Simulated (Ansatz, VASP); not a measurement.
# One calculation of PbS, two programs

```
Pb S
1.0
     0.00000    2.90570    2.96500
     2.90570    0.00000    2.96500
     2.90570    2.90570    0.00000
Pb S
1 1
Direct
  0.00000 0.00000 0.00000
  0.50000 0.50000 0.50000
```

Change from the starting cell: equal xx and yy strain of -2 %.

Alike in both runs: task single point; functional PBE; k mesh 8 × 8 × 8; occupations fermi-dirac, width 0.01 eV; no spin polarisation.

|  | VASP | Ansatz |
| --- | --- | --- |
| version | VASP 6.6.1 | Ansatz 0.2.0 |
| potentials or method | VASP PAW PBE potentials, release 64 (Pb_d, S), cutoff 520 eV | all-electron LAPW, scalar-relativistic |

Ansatz gave:

| Item | Value |
| --- | --- |
| pressure (GPa) | 5.1 |
| traceless stress, the component that is largest in VASP (GPa) | -2.05 |

Question: Which values does VASP return?

Answer: Pressure (GPa): 5.0; traceless stress, the component that is largest in VASP (GPa): -2.05.

Ansatz ran all-electron here, and VASP with PAW potentials.

Spin-orbit coupling is off throughout.
